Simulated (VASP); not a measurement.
Write the native input for VASP 6.6.1 that does the following.

```yaml
Task: single point
Functional: PBE
Potentials_or_basis: VASP PAW PBE potentials, release 64 (Ag, Cl)
Cutoff: 500 eV
k_mesh: 6 × 6 × 6
Occupations: gaussian, width 0.01 eV
Spin: no spin polarisation
Dipole_correction: no
Further_INCAR_settings: ALGO = Normal; EDIFF = 1e-06; NBANDS = 16
```

The structure of AgCl lies in POSCAR:

```
AgCl
1.0
    0.0000000000      2.7484297946      2.7484297946
    2.7484297946      0.0000000000      2.7484297946
    2.7484297946      2.7484297946      0.0000000000
Ag Cl
1 1
Direct
    0.0000000000      0.0000000000      0.0000000000
    0.5000000000      0.5000000000      0.5000000000
```

One way to write it, as run:

INCAR

```
PREC     = Accurate       # precision mode
ENCUT    = 500            # plane-wave cutoff, eV
EDIFF    = 1E-6           # SCF threshold, eV
ISMEAR   = 0              # smearing method
SIGMA    = 0.01           # smearing width, eV
LREAL    = False          # projectors in reciprocal space
LASPH    = True           # aspherical terms in the spheres
NELM     = 120            # most SCF steps
ALGO     = Normal         # electronic algorithm
ISIF     = 2              # what is computed and relaxed
LWAVE    = False          # write WAVECAR
LCHARG   = False          # write CHGCAR
GGA      = PE             # functional
NBANDS   = 16             # bands
GGA_COMPAT= False
```

KPOINTS

```
regular mesh
0
Gamma
  6 6 6
```

Potentials or basis: VASP PAW PBE potentials, release 64 (Ag, Cl).

The run is started by

```bash
$ cat potpaw_PBE.64/Ag/POTCAR potpaw_PBE.64/Cl/POTCAR > POTCAR
$ mpirun -np 1 vasp_std > vasp.out
```

Results of the run:

```yaml
Pressure: 2.9 GPa
Band_gap_on_the_k_mesh: 0.90 eV (least direct gap 3.34 eV)
```

Run time: 6.6 s on 1 thread of Intel(R) Xeon(R) Platinum 8488C (Sapphire Rapids), with other jobs on the host, peak memory 0.15 GiB.
